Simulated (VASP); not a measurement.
# GaAs (F-43m) in VASP: single point with PBE

Aim: the single point of GaAs with PBE.

All numbers are computed with VASP 6.6.1; they aren't measurements. Logs are shortened: lines on timing, memory, paths and dates and some standing lists are left out, and cuts for length are marked.

## 1. The cell of the first run

The structure is cubic, space group F-43m (No. 216). Conventional cell: a = 5.665 Å, b = 5.665 Å, c = 5.665 Å, α = 90.00°, β = 90.00°, γ = 90.00°. Within 3.2 Å of Ga (site symmetry -43m) lie 4 As at 2.45 Å. As (site symmetry -43m) has 4 Ga at 2.45 Å within 3.2 Å.

## 2. Single point, PBE

INCAR reads:

```
SYSTEM = GaAs
PREC = Accurate ; ENCUT = 500
EDIFF = 1E-6 ; ISMEAR = -1
SIGMA = 0.01 ; LREAL = .FALSE.
LASPH = .TRUE. ; NELM = 120
ALGO = Normal ; ISIF = 2
LWAVE = .FALSE. ; LCHARG = .FALSE.
GGA = PE ; ISYM = 0
NBANDS = 16 ; GGA_COMPAT = .FALSE.
```

KPOINTS reads:

```
Automatic mesh
0
Gamma
  4 4 4
  0.25 0.25 0.25
```

POSCAR reads:

```
GaAs
1.0
    0.0000000000      2.8324871025      2.8324871025
    2.8324871025      0.0000000000      2.8324871025
    2.8324871025      2.8324871025      0.0000000000
Ga As
1 1
Direct
    0.0000000000      0.0000000000      0.0000000000
    0.7500000000      0.7500000000      0.7500000000
```

Potentials or basis: VASP PAW PBE potentials, release 64 (Ga_d, As).

On the command line:

```bash
> cat potpaw_PBE.64/Ga_d/POTCAR potpaw_PBE.64/As/POTCAR > POTCAR
> mpirun -np 1 vasp_std > vasp.out
```

OUTCAR:

```text
SYSTEM = GaAs
   PREC = Accurate
   ENCUT = 500
   EDIFF = 1E-6
   ISMEAR = -1
   LREAL = .FALSE.
   LASPH = .TRUE.
   NELM = 120
   ISIF = 2
   GGA = PE
   ISYM = 0

 ion  position               nearest neighbor table
   1  0.000  0.000  0.000-   2 2.45   2 2.45   2 2.45   2 2.45
   2  0.750  0.750  0.750-   1 2.45   1 2.45   1 2.45   1 2.45

IMPORTANT INFORMATION: All symmetrisations will be switched off!
NOSYMM: (Re-)initialisation of all symmetry stuff for point group C_1.

----------------------------------------------------------------------------------------

                                     Primitive cell

  volume of cell :      45.4500

  direct lattice vectors                    reciprocal lattice vectors
     0.000000000  2.832487103  2.832487103    -0.176523310  0.176523310  0.176523310
     2.832487103  0.000000000  2.832487103     0.176523310 -0.176523310  0.176523310
     2.832487103  2.832487103  0.000000000     0.176523310  0.176523310 -0.176523310

  length of vectors
     4.005741676  4.005741676  4.005741676     0.305747342  0.305747342  0.305747342

  position of ions in fractional coordinates (direct lattice)
     0.000000000  0.000000000  0.000000000
     0.750000000  0.750000000  0.750000000

  ion indices of the primitive-cell ions
   primitive index   ion index
                 1           1
                 2           2

----------------------------------------------------------------------------------------

 KPOINTS: Automatic mesh

Automatic generation of k-mesh.
 Grid dimensions read from file:
 generate k-points for:    4    4    4

 Generating k-lattice:

  Cartesian coordinates                     Fractional coordinates (reciprocal lattice)
    -0.044130828  0.044130828  0.044130828     0.250000000  0.000000000  0.000000000
     0.044130828 -0.044130828  0.044130828     0.000000000  0.250000000  0.000000000
     0.044130828  0.044130828 -0.044130828     0.000000000  0.000000000  0.250000000

  Length of vectors
     0.076436836  0.076436836  0.076436836

  Shift w.r.t. Gamma in fractional coordinates (k-lattice)
     0.250000000  0.250000000  0.250000000

 Subroutine IBZKPT returns following result:
 ===========================================

 Found    256 irreducible k-points:

 Following reciprocal coordinates:
            Coordinates               Weight
  0.062500  0.062500  0.062500      2.000000
  0.062500  0.000000  0.000000      2.000000
  0.000000  0.000000 -0.062500      2.000000
  0.000000  0.062500  0.000000      2.000000
  0.312500  0.062500  0.062500      2.000000
  0.062500  0.312500  0.062500      2.000000
[... 16 lines left out ...]
  0.000000  0.500000 -0.062500      2.000000
  0.500000  0.000000 -0.062500      2.000000
 [... further k-points ...]
   k-points           NKPTS =    256   k-points in BZ     NKDIM =    256   number of bands    NBANDS=     16
   number of dos      NEDOS =    301   number of ions     NIONS =      2
   total plane-waves  NPLWV =  27000
   dimension x,y,z NGX =    30 NGY =   30 NGZ =   30
   dimension x,y,z NGXF=    60 NGYF=   60 NGZF=   60
   ions per type =               1   1
   NGX,Y,Z   is equivalent  to a cutoff of  12.45, 12.45, 12.45 a.u.
   NGXF,Y,Z  is equivalent  to a cutoff of  24.90, 24.90, 24.90 a.u.
 SYSTEM =  GaAs
   PREC   = accura    normal or accurate (medium, high low for compatibility)
   ISTART =      0    job   : 0-new  1-cont  2-samecut
   ICHARG =      2    charge: 1-file 2-atom 10-const
   ISPIN  =      1    spin polarized calculation?
   LNONCOLLINEAR =      F non collinear calculations
   LSORBIT =      F    spin-orbit coupling
   LASPH  =      T    aspherical Exc in radial PAW
   ENCUT  =  500.0 eV  36.75 Ry    6.06 a.u.   7.30  7.30  7.30*2*pi/ulx,y,z
   NELM   =    120;   NELMIN=  2; NELMDL= -5     # of ELM steps
   EDIFF  = 0.1E-05   stopping-criterion for ELM
   LREAL  =      F    real-space projection
   EDIFFG = 0.1E-04   stopping-criterion for IOM
   NSW    =      0    number of steps for IOM
   IBRION =     -1    ionic relax: 0-MD 1-quasi-New 2-CG
   NFREE  =      0    steps in history (QN), initial steepest desc. (CG)
   ISIF   =      2    stress and relaxation
   ISYM   =      0    0-nonsym 1-usesym 2-fastsym
   POTIM  = 0.5000    time-step for ionic-motion
   TEBEG  =    0.0;   TEEND  =   0.0 temperature during run
   PSTRESS=    0.0 pullay stress
   NELECT =      18.0000    total number of electrons
   NUPDOWN=      -1.0000    fix difference up-down
   EMIN   =  10.00;   EMAX   =-10.00  energy-range for DOS
   EFERMI =   0.00;   METHOD = LEGACY
   ISMEAR =    -1;   SIGMA  =   0.01  broadening in eV -4-tet -1-fermi 0-gaus
   EFERMI_NEDOS =   21; number of points for ismear=-14 and -15
   IALGO  =     38    algorithm
   IMIX   =      4    mixing-type and parameters
     AMIX     =   0.40;   BMIX     =  1.00
     AMIX_MAG =   1.60;   BMIX_MAG =  1.00
  volume/ion in A,a.u.               =      22.72       153.36
  Fermi-wavevector in a.u.,A,eV,Ry     =   1.202230  2.271886 19.665290  1.445358
  Thomas-Fermi vector in A             =   2.338018
   LORBIT       =      0    0 simple, 1 ext, 2 COOP (PROOUT), +10 PAW based schemes
   GGA     = PE    functional components
   LHFCALC =     F    Hartree Fock is set to
   AEXX    =    0.0000 exact exchange contribution
   IVDW    =     0    specifies the selected vdW correction
   LEPSILON=     F    determine dielectric tensor
   LRPA    =     F    only Hartree local field effects (RPA)
 non-spin polarized calculation
  energy-cutoff  :      500.00
  volume of cell :       45.45
 maximum number of plane-waves:      1179
 NGX is ok and might be reduce to    30
   NGX = 15   NGY = 15   NGZ = 15

 number of electron      17.9999991 magnetization

 Free energy of the ion-electron system (eV)
  ---------------------------------------------------
  ext. energy  EPLUGINS =         0.00000000
  ---------------------------------------------------
  free energy    TOTEN  =        -8.17712407 eV

  energy without entropy =       -8.17712407  energy(sigma->0) =       -8.17712407

 E-fermi :   4.1234     XC(G=0):  -9.5498

 val. band max:        3.8309650220   @ k =   0.0000   0.0000  -0.0625
 cond. band min:       4.9031818967   @ k =   0.0000  -0.4375   0.0000
 fundamental gap:      1.0722168747
 Fermi energy:         4.1234298552

 k-point     1 :       0.0625    0.0625    0.0625
  band No.  band energies     occupation
      1     -10.9235      2.00000
      2     -10.9192      2.00000
      3     -10.9192      2.00000
      4     -10.8430      2.00000
      5     -10.8430      2.00000
      6      -8.7417      2.00000
[... 8 lines left out ...]
     15      13.6396      0.00000
     16      13.6396      0.00000

 k-point     2 :       0.0625    0.0000    0.0000
  band No.  band energies     occupation
      1     -10.9235      2.00000
      2     -10.9192      2.00000
      3     -10.9192      2.00000
      4     -10.8430      2.00000
      5     -10.8430      2.00000
      6      -8.7417      2.00000
[... 8 lines left out ...]
     15      13.6396      0.00000
     16      13.6396      0.00000

 k-point     3 :       0.0000    0.0000   -0.0625
  band No.  band energies     occupation
      1     -10.9235      2.00000
      2     -10.9192      2.00000
      3     -10.9192      2.00000
      4     -10.8430      2.00000
      5     -10.8430      2.00000
      6      -8.7417      2.00000
[... 8 lines left out ...]
     15      13.6396      0.00000
     16      13.6396      0.00000

 k-point     4 :       0.0000    0.0625    0.0000
  band No.  band energies     occupation
      1     -10.9235      2.00000
      2     -10.9192      2.00000
      3     -10.9192      2.00000
      4     -10.8430      2.00000
      5     -10.8430      2.00000
      6      -8.7417      2.00000
[... 8 lines left out ...]
     15      13.6396      0.00000
     16      13.6396      0.00000

 k-point     5 :       0.3125    0.0625    0.0625
  band No.  band energies     occupation
      1     -10.9681      2.00000
      2     -10.9079      2.00000
      3     -10.9061      2.00000
      4     -10.8440      2.00000
      5     -10.8411      2.00000
      6      -7.9564      2.00000
[... 8 lines left out ...]
     15      12.9130      0.00000
     16      13.8508      0.00000

 k-point     6 :       0.0625    0.3125    0.0625
  band No.  band energies     occupation
      1     -10.9681      2.00000
      2     -10.9079      2.00000
      3     -10.9061      2.00000
      4     -10.8440      2.00000
      5     -10.8411      2.00000
      6      -7.9564      2.00000
[... 8 lines left out ...]
     15      12.9130      0.00000
     16      13.8508      0.00000
[... 267 lines left out ...]
 k-point    21 :      -0.4375    0.5000    0.5000
  band No.  band energies     occupation
      1     -10.9972      2.00000
      2     -10.9008      2.00000
      3     -10.9000      2.00000
      4     -10.8403      2.00000
      5     -10.8389      2.00000
      6      -7.0202      2.00000
[... 8 lines left out ...]
     15      15.2576      0.00000
     16      15.7214      0.00000

 k-point    22 :       0.0625    0.5000    0.0000
  band No.  band energies     occupation
      1     -10.9972      2.00000
      2     -10.9008      2.00000
      3     -10.9000      2.00000
      4     -10.8403      2.00000
      5     -10.8389      2.00000
      6      -7.0202      2.00000
[... 8 lines left out ...]
     15      15.2576      0.00000
     16      15.7214      0.00000

 k-point    23 :       0.0000    0.5000   -0.0625
  band No.  band energies     occupation
      1     -10.9972      2.00000
      2     -10.9008      2.00000
      3     -10.9000      2.00000
      4     -10.8403      2.00000
      5     -10.8389      2.00000
      6      -7.0202      2.00000
[... 8 lines left out ...]
     15      15.2576      0.00000
     16      15.7214      0.00000

 k-point    24 :       0.5000    0.0000   -0.0625
  band No.  band energies     occupation
      1     -10.9972      2.00000
      2     -10.9008      2.00000
      3     -10.9000      2.00000
      4     -10.8403      2.00000
      5     -10.8389      2.00000
      6      -7.0202      2.00000
[... 8 lines left out ...]
     15      15.2576      0.00000
     16      15.7214      0.00000

 [... further k-points ...]
[... 5 lines left out ...]
  --------------------------------------------------------------------------------------
  -------------------------------------------------------------------------------------
  Total        0.9218943      0.9218958      0.9218930      0.0000321      0.0000241      0.0000334
  in kB       32.4980931     32.4981484     32.4980496      0.0011317      0.0008492      0.0011791
  external PRESSURE =      32.4980970 kB  Pullay stress =       0.0000000 kB

 VOLUME and BASIS-vectors are now :
 -----------------------------------------------------------------------------
  energy-cutoff  :      500.00
  volume of cell :       45.45
      direct lattice vectors                 reciprocal lattice vectors
     0.000000000  2.832487103  2.832487103    -0.176523310  0.176523310  0.176523310
     2.832487103  0.000000000  2.832487103     0.176523310 -0.176523310  0.176523310
     2.832487103  2.832487103  0.000000000     0.176523310  0.176523310 -0.176523310

 POSITION                                       TOTAL-FORCE (eV/Angst)
 -----------------------------------------------------------------------------------
      0.00000      0.00000      0.00000         0.000001      0.000001      0.000001
      4.24873      4.24873      4.24873        -0.000001     -0.000001     -0.000001
 -----------------------------------------------------------------------------------
    total drift:                                0.000004     -0.000000      0.000002

  FREE ENERGIE OF THE ION-ELECTRON SYSTEM (eV)
  ---------------------------------------------------
  free  energy   TOTEN  =        -8.1771240721 eV

  energy  without entropy=       -8.1771240721  energy(sigma->0) =       -8.17712407
```

Run time: 4.2 min. Hardware: 1 thread of Intel Xeon 8259CL, shared host; peak memory 0.31 GiB.

Results:

```yaml
Free_energy: -8.1771 eV
Pressure: 3.2 GPa
Band_gap_on_the_k_mesh: 1.07 eV (least direct gap 1.19 eV)
```

Levels at points of the mesh, in eV from the valence-band top:
```tsv
k point	band 7	band 8	band 9	band 10	band 11	band 12
(0.06, 0.06, 0.06)	-0.79	0.00	0.00	1.19	3.85	3.88
```

Caveat: the cell stands under pressure; a shifted mesh leaves out Γ, where band edges can lie. A k mesh can miss the band edges.
